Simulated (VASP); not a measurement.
# Be (Fd-3m) in VASP: a series of runs

The runs below take Be through relaxation of cell and atoms, with PBEsol.

Program: VASP 6.6.1. These are calculated values, not measurements. Logs are shortened: lines on timing, memory, paths and dates and some standing lists are left out, and cuts for length are marked.

### Step 1. The cell of the first run

It takes space group Fd-3m (No. 227, cubic). The conventional cell has a = 3.651 Å, b = 3.651 Å, c = 3.651 Å, α = 90.00°, β = 90.00°, γ = 90.00°. Within 2.1 Å of Be (site symmetry -43m) lie 4 Be at 1.58 Å.

This isn't the form of Be at room conditions, which is hcp.

### Step 2. Relaxation of cell and atoms, PBEsol, target pressure 80 GPa, at which the enthalpy is minimised

Input file INCAR:

```
  PREC = Accurate
  ENCUT = 600
  EDIFF = 1E-6
  ISMEAR = -1
  SIGMA = 0.1
  LREAL = F
  LASPH = T
  NELM = 60
  ALGO = Normal
  ISIF = 3
  LWAVE = F
  LCHARG = F
  GGA = PS
  IBRION = 2
  NSW = 60
  EDIFFG = -0.005
  PSTRESS = 800.0
```

Input file KPOINTS:

```
Automatic mesh
0
Gamma
  17 17 17
```

Input file POSCAR:

```
Be
1.0
    0.0000000000      1.8254567544      1.8254567544
    1.8254567544      0.0000000000      1.8254567544
    1.8254567544      1.8254567544      0.0000000000
Be
2
Direct
   -0.1250000000     -0.1250000000     -0.1250000000
    0.1250000000      0.1250000000      0.1250000000
```

Potentials or basis: VASP PAW PBE potentials, release 64 (Be).

Launch:

```
$ cat potpaw_PBE.64/Be/POTCAR > POTCAR
$ mpirun -np 1 vasp_std > vasp.out
```

OUTCAR:

```text
PREC = Accurate
   ENCUT = 600
   EDIFF = 1E-6
   ISMEAR = -1
   LREAL = F
   LASPH = T
   NELM = 60
   ISIF = 3
   GGA = PS
   IBRION = 2
   NSW = 60
   EDIFFG = -0.005
   PSTRESS = 800.0

 ion  position               nearest neighbor table
   1  0.875  0.875  0.875-   2 1.58   2 1.58   2 1.58   2 1.58
   2  0.125  0.125  0.125-   1 1.58   1 1.58   1 1.58   1 1.58

  LATTYP: Found a face centered cubic cell.
 ALAT       =     3.6509135088

  Lattice vectors:

 A1 = (   0.0000000000,   1.8254567544,   1.8254567544)
 A2 = (   1.8254567544,   0.0000000000,   1.8254567544)
 A3 = (   1.8254567544,   1.8254567544,   0.0000000000)

Analysis of symmetry for initial positions (statically):
=====================================================================
 Subroutine PRICEL returns:
 Original cell was already a primitive cell.

 Routine SETGRP: Setting up the symmetry group for a
 face centered cubic supercell.

 Subroutine GETGRP returns: Found 48 space group operations
 (whereof 12 operations were pure point group operations)
 out of a pool of 48 trial point group operations.

The static configuration has the point symmetry D_3d.
 The point group associated with its full space group is O_h .

Analysis of symmetry for dynamics (positions and initial velocities):
=====================================================================
 Subroutine PRICEL returns:
 Original cell was already a primitive cell.

 Routine SETGRP: Setting up the symmetry group for a
 face centered cubic supercell.

 Subroutine GETGRP returns: Found 48 space group operations
 (whereof 12 operations were pure point group operations)
 out of a pool of 48 trial point group operations.

The dynamic configuration has the point symmetry D_3d.
 The point group associated with its full space group is O_h .

 Subroutine INISYM returns: Found 48 space group operations
 (whereof 12 operations are pure point group operations),
 and found     1 'primitive' translations

----------------------------------------------------------------------------------------

                                     Primitive cell

  volume of cell :      12.1659

  direct lattice vectors                    reciprocal lattice vectors
     0.000000000  1.825456754  1.825456754    -0.273904051  0.273904051  0.273904051
     1.825456754  0.000000000  1.825456754     0.273904051 -0.273904051  0.273904051
     1.825456754  1.825456754  0.000000000     0.273904051  0.273904051 -0.273904051

  length of vectors
     2.581585700  2.581585700  2.581585700     0.474415733  0.474415733  0.474415733

  position of ions in fractional coordinates (direct lattice)
     0.875000000  0.875000000  0.875000000
     0.125000000  0.125000000  0.125000000

  ion indices of the primitive-cell ions
   primitive index   ion index
                 1           1
                 2           2

----------------------------------------------------------------------------------------

 KPOINTS: Automatic mesh

Automatic generation of k-mesh.
 Grid dimensions read from file:
 generate k-points for:   17   17   17

 Generating k-lattice:

  Cartesian coordinates                     Fractional coordinates (reciprocal lattice)
    -0.016112003  0.016112003  0.016112003     0.058823529  0.000000000  0.000000000
     0.016112003 -0.016112003  0.016112003     0.000000000  0.058823529  0.000000000
     0.016112003  0.016112003 -0.016112003     0.000000000  0.000000000  0.058823529

  Length of vectors
     0.027906808  0.027906808  0.027906808

  Shift w.r.t. Gamma in fractional coordinates (k-lattice)
     0.000000000  0.000000000  0.000000000

 Subroutine IBZKPT returns following result:
 ===========================================

 Found    165 irreducible k-points:

 Following reciprocal coordinates:
            Coordinates               Weight
  0.000000  0.000000  0.000000      1.000000
  0.058824  0.000000  0.000000      8.000000
  0.117647  0.000000  0.000000      8.000000
  0.176471  0.000000  0.000000      8.000000
  0.235294  0.000000  0.000000      8.000000
  0.294118  0.000000  0.000000      8.000000
[... 16 lines left out ...]
 -0.176471  0.058824  0.000000     24.000000
 -0.117647  0.058824  0.000000     24.000000
 [... further k-points ...]
   k-points           NKPTS =    165   k-points in BZ     NKDIM =    165   number of bands    NBANDS=      6
   number of dos      NEDOS =    301   number of ions     NIONS =      2
   total plane-waves  NPLWV =  13824
   dimension x,y,z NGX =    24 NGY =   24 NGZ =   24
   dimension x,y,z NGXF=    48 NGYF=   48 NGZF=   48
   ions per type =               2
   NGX,Y,Z   is equivalent  to a cutoff of  15.46, 15.46, 15.46 a.u.
   NGXF,Y,Z  is equivalent  to a cutoff of  30.91, 30.91, 30.91 a.u.
 SYSTEM =  unknown system
   PREC   = accura    normal or accurate (medium, high low for compatibility)
   ISTART =      0    job   : 0-new  1-cont  2-samecut
   ICHARG =      2    charge: 1-file 2-atom 10-const
   ISPIN  =      1    spin polarized calculation?
   LNONCOLLINEAR =      F non collinear calculations
   LSORBIT =      F    spin-orbit coupling
   LASPH  =      T    aspherical Exc in radial PAW
   ENCUT  =  600.0 eV  44.10 Ry    6.64 a.u.   5.16  5.16  5.16*2*pi/ulx,y,z
   NELM   =     60;   NELMIN=  2; NELMDL= -5     # of ELM steps
   EDIFF  = 0.1E-05   stopping-criterion for ELM
   LREAL  =      F    real-space projection
   EDIFFG = -.5E-02   stopping-criterion for IOM
   NSW    =     60    number of steps for IOM
   IBRION =      2    ionic relax: 0-MD 1-quasi-New 2-CG
   NFREE  =      1    steps in history (QN), initial steepest desc. (CG)
   ISIF   =      3    stress and relaxation
   ISYM   =      2    0-nonsym 1-usesym 2-fastsym
   POTIM  = 0.5000    time-step for ionic-motion
   TEBEG  =    0.0;   TEEND  =   0.0 temperature during run
   PSTRESS=  800.0 pullay stress
   NELECT =       4.0000    total number of electrons
   NUPDOWN=      -1.0000    fix difference up-down
   EMIN   =  10.00;   EMAX   =-10.00  energy-range for DOS
   EFERMI =   0.00;   METHOD = LEGACY
   ISMEAR =    -1;   SIGMA  =   0.10  broadening in eV -4-tet -1-fermi 0-gaus
   EFERMI_NEDOS =   21; number of points for ismear=-14 and -15
   IALGO  =     38    algorithm
   IMIX   =      4    mixing-type and parameters
     AMIX     =   0.40;   BMIX     =  1.00
     AMIX_MAG =   1.60;   BMIX_MAG =  1.00
  volume/ion in A,a.u.               =       6.08        41.05
  Fermi-wavevector in a.u.,A,eV,Ry     =   1.129917  2.135234 17.370733  1.276713
  Thomas-Fermi vector in A             =   2.266612
   LORBIT       =      0    0 simple, 1 ext, 2 COOP (PROOUT), +10 PAW based schemes
   GGA     = PS    functional components
   LHFCALC =     F    Hartree Fock is set to
   AEXX    =    0.0000 exact exchange contribution
   IVDW    =     0    specifies the selected vdW correction
   LEPSILON=     F    determine dielectric tensor
   LRPA    =     F    only Hartree local field effects (RPA)
 conjugate gradient relaxation of ions
 non-spin polarized calculation
  energy-cutoff  :      600.00
  volume of cell :       12.17
 maximum number of plane-waves:       419
 NGX is ok and might be reduce to    24
   NGX = 11   NGY = 11   NGZ = 11

--------------------------------------- Ionic step        1  -------------------------------------------

 number of electron       4.0000000 magnetization

 Free energy of the ion-electron system (eV)
  ---------------------------------------------------
  ext. energy  EPLUGINS =         0.00000000
  ---------------------------------------------------
  free energy    TOTEN  =        -0.05471144 eV

  energy without entropy =       -0.02981971  energy(sigma->0) =       -0.04226557

------------------------ aborting loop because EDIFF is reached ----------------------------------------

  FORCE on cell =-STRESS in cart. coord.  units (eV):
  Direction    XX          YY          ZZ          XY          YZ          ZX
  --------------------------------------------------------------------------------------
  -------------------------------------------------------------------------------------
  Total       12.5093633     12.5093633     12.5093633     -0.0000000      0.0000000      0.0000000
  in kB     1647.4079108   1647.4079108   1647.4079108     -0.0000000      0.0000000      0.0000000
  external PRESSURE =     847.4079108 kB  Pullay stress =     800.0000000 kB
[... 25 lines left out ...]
--------------------------------------- Ionic step        2  -------------------------------------------

 number of electron       4.0000000 magnetization

 E-fermi :   4.6141     XC(G=0):  -9.9635

 val. band max:        4.5963953362   @ k =   0.4118   0.2353   0.0588
 cond. band min:       4.6165036087   @ k =  -0.4118   0.4118   0.1765
 fundamental gap:      0.0201082725
 Fermi energy:         4.6140818634

 k-point     1 :       0.0000    0.0000    0.0000
  band No.  band energies     occupation
      1      -4.7250      2.00000
      2      11.1414      0.00000
      3      11.1414      0.00000
      4      11.1414      0.00000
      5      14.0923      0.00000
      6      14.0923      0.00000
[... 278 lines left out ...]
  energy  without entropy=       -2.5121905231  energy(sigma->0) =       -2.52433708

  enthalpy is  TOTEN    =         5.2498008783 eV   P V=        7.7862845054

[... ionic steps 4 to 15 ...]

--------------------------------------- Ionic step       16  -------------------------------------------

 number of electron       4.0000000 magnetization

------------------------ aborting loop because EDIFF is reached ----------------------------------------
[... 71 lines left out ...]
--------------------------------------- Ionic step       18  -------------------------------------------

 number of electron       4.0000000 magnetization

 Free energy of the ion-electron system (eV)
  ---------------------------------------------------
  ext. energy  EPLUGINS =         0.00000000
  ---------------------------------------------------
  free energy    TOTEN  =        -2.50051762 eV

  energy without entropy =       -2.47623059  energy(sigma->0) =       -2.48837410

 E-fermi :   6.1889     XC(G=0): -10.5923

 val. band max:        6.1760622359   @ k =  -0.2941   0.4118   0.1765
 cond. band min:       6.1895088346   @ k =   0.2941   0.0000   0.0000
 fundamental gap:      0.0134465988
 Fermi energy:         6.1888883712

 k-point     1 :       0.0000    0.0000    0.0000
  band No.  band energies     occupation
      1      -4.1649      2.00000
      2      13.5848      0.00000
      3      13.5848      0.00000
      4      13.5848      0.00000
      5      16.7365      0.00000
      6      16.7365      0.00000
[... 240 lines left out ...]
  energy  without entropy=       -2.4762305870  energy(sigma->0) =       -2.48837410

  enthalpy is  TOTEN    =         5.2495709033 eV   P V=        7.7500885260

 reached required accuracy - stopping structural energy minimisation
```

It took 1.9 min on 1 thread of AMD EPYC 7R13, shared host; peak memory 0.11 GiB.

What came out:

```yaml
Free_energy: -2.5005 eV
Relaxed_volume: 7.76 Å³/atom
Relaxed_cell: a = 2.800 Å, b = 2.800 Å, c = 2.800 Å, α = 60.00°, β = 60.00°, γ = 60.00°
Space_group_after_relaxing_to_0.1_Å: Fd-3m (No. 227)
Energy_change_on_relaxing_the_run_minimises_the_enthalpy: -1222.9 meV/atom
Ionic_steps: 18
Pressure_after_relaxing: 80.1 GPa
Band_gap_on_the_k_mesh: zero (bands 2 and 3 overlap by 9.12 eV)
```

Step by step:
| step | energy change (eV) | largest force (eV/Å) | pressure (GPa) | volume (Å³) |
| --- | --- | --- | --- | --- |
| 1 | 0.0000 | 0.0000 | 164.74 | 12.17 |
| 2 | -3.6243 | 0.0000 | 40.96 | 18.76 |
| 3 | -2.4818 | 0.0000 | 78.90 | 15.59 |
| 4 | -2.4450 | 0.0000 | 80.13 | 15.52 |
| 5 | -2.4450 | 0.0000 | 80.13 | 15.52 |
| 6 | -2.4450 | 0.0000 | 80.12 | 15.52 |
| 7 | -2.4450 | 0.0000 | 80.12 | 15.52 |
| 8 | -2.4450 | 0.0000 | 80.12 | 15.52 |
| 9 | -2.4450 | 0.0000 | 80.12 | 15.52 |
| 10 | -2.4450 | 0.0000 | 80.12 | 15.52 |
| 11 | -2.4450 | 0.0000 | 80.12 | 15.52 |
| 12 | -2.4450 | 0.0000 | 80.12 | 15.52 |
| 13 | -2.4450 | 0.0000 | 80.12 | 15.52 |
| 14 | -2.4451 | 0.0000 | 80.12 | 15.52 |
| 15 | -2.4451 | 0.0000 | 80.12 | 15.52 |
| 16 | -2.4452 | 0.0000 | 80.12 | 15.52 |
| 17 | -2.4454 | 0.0000 | 80.11 | 15.52 |
| 18 | -2.4458 | 0.0000 | 80.10 | 15.52 |

Final structure:
```
CELL_PARAMETERS angstrom
0.00000 1.97985 1.97985
1.97985 0.00000 1.97985
1.97985 1.97985 0.00000
ATOMIC_POSITIONS crystal
Be 0.87500 0.87500 0.87500
Be 0.12500 0.12500 0.12500
```

Caveat: the cell is relaxed towards a set pressure, so the run minimises the enthalpy, not the energy; the volume moved by over 15 % at a fixed basis, so the end points are rough; the PAW data sets were made with another functional, which shifts forces and pressure a little.

### Step 3. Relaxation of cell and atoms, PBEsol, target pressure 80 GPa, at which the enthalpy is minimised

This run uses another cell than the first one, of 7.75 Å³/atom.

Input file INCAR:

```
PREC = Accurate ; ENCUT = 600
EDIFF = 1E-6 ; ISMEAR = -1
SIGMA = 0.1 ; LREAL = F
LASPH = T ; NELM = 80
ALGO = Normal ; ISIF = 3
LWAVE = F ; LCHARG = F
GGA = PS ; IBRION = 2
NSW = 32 ; EDIFFG = -0.005
PSTRESS = 800.0
```

Input file KPOINTS:

```
regular mesh
0
Gamma
  17 17 17
```

Input file POSCAR:

```
Be
1.0
    0.0000000000      1.9785640486      1.9785640486
    1.9785640486      0.0000000000      1.9785640486
    1.9785640486      1.9785640486      0.0000000000
Be
2
Direct
   -0.1250000000     -0.1250000000     -0.1250000000
    0.1250000000      0.1250000000      0.1250000000
```

Potentials or basis: VASP PAW PBE potentials, release 64 (Be).

Launch:

```
$ cat potpaw_PBE.64/Be/POTCAR > POTCAR
$ mpirun -np 1 vasp_std > vasp.out
```

Wall time 49 s (1 thread of AMD EPYC 7R13, shared host); peak memory 0.11 GiB.

The run converged. Its results:

```
Free energy                                                : -2.5036 eV
Relaxed volume                                             : 7.76 Å³/atom
Relaxed cell                                               : a = 2.800 Å, b = 2.800 Å, c = 2.800 Å, α = 60.00°, β = 60.00°, γ = 60.00°
Space group after relaxing (to 0.1 Å)                      : Fd-3m (No. 227)
Energy change on relaxing (the run minimises the enthalpy) : -9.1 meV/atom
Ionic steps                                                : 3
Pressure after relaxing                                    : 80.0 GPa
Band gap on the k mesh                                     : zero (bands 2 and 3 overlap by 9.12 eV)
```

The path:
| step | energy change (eV) | largest force (eV/Å) | pressure (GPa) | volume (Å³) |
| --- | --- | --- | --- | --- |
| 1 | 0.0000 | 0.0000 | 80.60 | 15.49 |
| 2 | -0.0328 | 0.0000 | 79.51 | 15.56 |
| 3 | -0.0182 | 0.0000 | 79.99 | 15.53 |

Final structure:
```yaml
crystal:
  lattice:
    - [0.00000, 1.98011, 1.98011]
    - [1.98011, 0.00000, 1.98011]
    - [1.98011, 1.98011, 0.00000]
  atoms:
    - { symbol: Be, position: [0.87500, 0.87500, 0.87500] }
    - { symbol: Be, position: [0.12500, 0.12500, 0.12500] }
```

Levels at points of the mesh, in eV from the Fermi level:
| k point | band 1 | band 2 | band 3 | band 4 | band 5 | band 6 |
| --- | --- | --- | --- | --- | --- | --- |
| (0.00, 0.00, 0.00) | -10.35 | 7.39 | 7.39 | 7.39 | 10.55 | 10.55 |

Caveat: the cell is relaxed towards a set pressure, so the run minimises the enthalpy, not the energy; the PAW data sets were made with another functional, which shifts forces and pressure a little.
